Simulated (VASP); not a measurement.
# Al9H in VASP: notebook, part 3 of 3

VASP 6.6.1.

## (6) Single point, PBE

Contents of INCAR:

```
  PREC = Accurate
  ENCUT = 520
  EDIFF = 1E-6
  ISMEAR = 0
  SIGMA = 0.1
  LREAL = Auto
  LASPH = True
  NELM = 60
  ALGO = Normal
  ISIF = 2
  LWAVE = False
  LCHARG = False
  LDIPOL = True
  IDIPOL = 3
  DIPOL = 0.5 0.5 0.301
  GGA = PE
  NBANDS = 44
```

Contents of KPOINTS:

```
Automatic mesh
0
Gamma
  5 3 1
```

Contents of POSCAR:

```
Al9H
1.0
    5.7070863106      0.0000000000      0.0000000000
   -1.4267715776      9.7014842380      0.0000000000
    0.0000000000      0.0000000000     22.7903703519
Al H
18 2
Direct
    0.2662216041      0.0648864163      0.1755127248
    0.7662216041      0.0648864163      0.1755127248
    0.3354806058      0.3419224231      0.2192029854
    0.8354806058      0.3419224231      0.2192029854
    0.1493324061      0.5973296244      0.2279410375
    0.6493324061      0.5973296244      0.2279410375
    0.4631842064      0.8527368258      0.2366790896
    0.9631842065      0.8527368258      0.2366790896
    0.0319772093      0.1277109169      0.2808262502
    0.5319772093      0.1277109169      0.2808262502
    0.0997917601      0.4042231294      0.3301071124
    0.5997917601      0.4042231294      0.3301071124
    0.4144000537      0.6596656514      0.3369822081
    0.9144000537      0.6596656514      0.3369822081
    0.2263076916      0.9110819252      0.3449259130
    0.7263076916      0.9110819252      0.3449259130
    0.2962427243      0.1814072004      0.3857054631
    0.7962427243      0.1814072004      0.3857054631
    0.6062643800      0.3777722722      0.4756557346
    0.6062643800      0.4714919451      0.4756557346
```

Potentials or basis: VASP PAW PBE potentials, release 64 (Al, H).

Command:

```sh
> cat potpaw_PBE.64/Al/POTCAR potpaw_PBE.64/H/POTCAR > POTCAR
> mpirun -np 1 vasp_std > vasp.out
```

OUTCAR:

```text
PREC = Accurate
   ENCUT = 520
   EDIFF = 1E-6
   ISMEAR = 0
   LREAL = Auto
   LASPH = True
   NELM = 60
   ISIF = 2
   GGA = PE

 ion  position               nearest neighbor table
   1  0.266  0.065  0.176-   2 2.85   2 2.85   9 2.86  10 2.86   7 2.87   8 2.87   3 2.87
   2  0.766  0.065  0.176-   1 2.85   1 2.85  10 2.86   9 2.86   8 2.87   7 2.87   4 2.87
   3  0.335  0.342  0.219-   4 2.85   4 2.85   6 2.87   5 2.87   1 2.87   9 2.89  10 2.89  12 2.96
                            11 2.97
   4  0.835  0.342  0.219-   3 2.85   3 2.85   5 2.87   6 2.87   2 2.87  10 2.89   9 2.89  11 2.96
                            12 2.97
   5  0.149  0.597  0.228-   6 2.85   6 2.85   4 2.87   3 2.87   8 2.87   7 2.87  13 2.93  14 2.93
                            11 2.99
   6  0.649  0.597  0.228-   5 2.85   5 2.85   3 2.87   4 2.87   7 2.87   8 2.87  14 2.93  13 2.93
                            12 2.99
   7  0.463  0.853  0.237-  10 2.85   8 2.85   8 2.85   1 2.87   2 2.87   5 2.87   6 2.87  16 2.90
                            15 2.91  13 2.96
   8  0.963  0.853  0.237-   9 2.85   7 2.85   7 2.85   1 2.87   2 2.87   5 2.87   6 2.87  15 2.90
                            16 2.91  14 2.96
   9  0.032  0.128  0.281-  18 2.83  17 2.83   8 2.85  10 2.85  10 2.85   1 2.86   2 2.86   3 2.89
                             4 2.89  11 2.91  15 2.93  16 2.93
  10  0.532  0.128  0.281-  17 2.83  18 2.83   7 2.85   9 2.85   9 2.85   2 2.86   1 2.86   4 2.89
                             3 2.89  12 2.91  16 2.93  15 2.93
  11  0.100  0.404  0.330-  12 2.85  12 2.85  14 2.86  13 2.87  18 2.88  17 2.89   9 2.91   4 2.96
                             3 2.97   5 2.99
  12  0.600  0.404  0.330-  11 2.85  11 2.85  13 2.86  14 2.87  17 2.88  18 2.89  10 2.91   3 2.96
                             4 2.97   6 2.99
  13  0.414  0.660  0.337-  16 2.83  15 2.83  14 2.85  14 2.85  12 2.86  11 2.87   5 2.93   6 2.93
                             7 2.96
  14  0.914  0.660  0.337-  15 2.83  16 2.83  13 2.85  13 2.85  11 2.86  12 2.87   6 2.93   5 2.93
                             8 2.96
  15  0.226  0.911  0.345-  17 2.78  14 2.83  13 2.83  16 2.85  16 2.85   8 2.90   7 2.91   9 2.93
                            10 2.93
  16  0.726  0.911  0.345-  18 2.78  13 2.83  14 2.83  15 2.85  15 2.85   7 2.90   8 2.91  10 2.93
                             9 2.93
  17  0.296  0.181  0.386-  15 2.78  10 2.83   9 2.83  18 2.85  18 2.85  12 2.88  11 2.89
[... 204 lines left out ...]

 Free energy of the ion-electron system (eV)
  ---------------------------------------------------
  ext. energy  EPLUGINS =         0.00000000
  ---------------------------------------------------
  free energy    TOTEN  =       -67.67125623 eV

  energy without entropy =      -67.62382786  energy(sigma->0) =      -67.64754205

 E-fermi :  -1.2051     XC(G=0):  -3.4043

 val. band max:       -1.2245160905   @ k =   0.0000   0.3333   0.0000
 cond. band min:      -1.1876537996   @ k =   0.2000  -0.0000   0.0000
 fundamental gap:      0.0368622909
 Fermi energy:        -1.2051054335

 k-point     1 :       0.0000    0.0000    0.0000
  band No.  band energies     occupation
      1     -11.2738      2.00000
      2      -9.7333      2.00000
      3      -9.6351      2.00000
      4      -8.9966      2.00000
      5      -7.2928      2.00000
      6      -7.1689      2.00000
[... 333 lines left out ...]
     39       0.8804      0.00000
     40       1.0271      0.00000
 [bands above 40 left out]

------------------------ aborting loop because EDIFF is reached ----------------------------------------

 vacuum level on the upper side and lower side of the slab       (xc-potential included)        -0.061        -0.071

  FORCE on cell =-STRESS in cart. coord.  units (eV):
  Direction    XX          YY          ZZ          XY          YZ          ZX
  --------------------------------------------------------------------------------------
  -------------------------------------------------------------------------------------
  Total      -11.9791471    -15.5532384      0.0367074      0.5546594     -0.3073493      0.0200125
  in kB      -15.2101141    -19.7481950      0.0466080      0.7042599     -0.3902463      0.0254102
  external PRESSURE =     -11.6372337 kB  Pullay stress =       0.0000000 kB

 VOLUME and BASIS-vectors are now :
 -----------------------------------------------------------------------------
  energy-cutoff  :      520.00
  volume of cell :     1261.84
      direct lattice vectors                 reciprocal lattice vectors
     5.707086311  0.000000000  0.000000000     0.175220760  0.025769253  0.000000000
    -1.426771578  9.701484238  0.000000000     0.000000000  0.103077011  0.000000000
     0.000000000  0.000000000 22.790370352     0.000000000  0.000000000  0.043878181

 POSITION                                       TOTAL-FORCE (eV/Angst)
 -----------------------------------------------------------------------------------
      1.42677      0.62949      4.00000        -0.010024      0.143728      0.027079
      4.28031      0.62949      4.00000        -0.002363      0.148125      0.027072
      1.42677      3.31715      4.99572         0.018320      0.037856      0.066508
      4.28031      3.31715      4.99572        -0.007405      0.036772      0.059589
      0.00000      5.79498      5.19486         0.001435     -0.082738      0.034737
      2.85354      5.79498      5.19486        -0.004738     -0.088254      0.026803
[... 12 lines left out ...]
      2.92101      3.66495     10.84037        -0.492579      3.342938      0.009235
      2.78729      4.57417     10.84037         0.494175     -3.281806      0.065013
 -----------------------------------------------------------------------------------
    total drift:                               -0.007903     -0.032439     -0.007413

  FREE ENERGIE OF THE ION-ELECTRON SYSTEM (eV)
  ---------------------------------------------------
  free  energy   TOTEN  =       -67.6712562340 eV

  energy  without entropy=      -67.6238278573  energy(sigma->0) =      -67.64754205

 vacuum level on the upper side and lower side of the slab         2.953         2.929
```

Run time: 26 min. Hardware: 1 thread of Intel Xeon 8259CL, shared host; peak memory 1.2 GiB.

Results:

```yaml
Free_energy: -67.6713 eV
Largest_force: 3.379 eV/Å
Band_gap_on_the_k_mesh: zero (bands 28 and 29 overlap by 0.73 eV)
```

Forces on the atoms (eV/Å):
```
Al  -0.010  0.144  0.027
Al  -0.002  0.148  0.027
Al   0.018  0.038  0.067
Al  -0.007  0.037  0.060
Al   0.001 -0.083  0.035
Al  -0.005 -0.088  0.027
Al   0.000 -0.094 -0.124
Al   0.004 -0.091 -0.119
Al  -0.001  0.008 -0.002
Al  -0.001  0.010 -0.012
Al   0.008 -0.014  0.005
Al   0.000 -0.017 -0.038
Al  -0.002 -0.023  0.000
Al  -0.007 -0.021 -0.004
Al   0.000  0.005 -0.002
Al  -0.004  0.011  0.000
Al   0.007 -0.014 -0.011
Al  -0.001 -0.018 -0.008
H   -0.493  3.343  0.009
H    0.494 -3.282  0.065
```

Levels at points of the mesh, in eV from the Fermi level:
```
           k point  band 25  band 26  band 27  band 28  band 29  band 30  band 31  band 32
(0.00, 0.00, 0.00)    -1.11    -1.08    -0.94    -0.62    -0.58    -0.27     0.11     0.94
```

## (7) Summary

| cell | gap on the mesh (eV) | largest force (eV/Å) |
| --- | --- | --- |
| as given, atomic positions A | none | 1.69 |
| as given, atomic positions B | none | 0.16 |
| as given, atomic positions C | none | 2.18 |
| as given, atomic positions D | none | 3.09 |
| as given, atomic positions E | none | 3.38 |

Alike in all rows: task single point; level PBE; potentials or basis VASP PAW PBE potentials, release 64 (Al, H); no spin polarisation; k mesh 5 × 3 × 1; cutoff (eV) 520; smearing gaussian 0.1 eV.

Total energies depend on the potentials used, so only differences within one code and one set of settings carry meaning.

The gap in the log of VASP goes by the Fermi energy; the results here count the filled bands.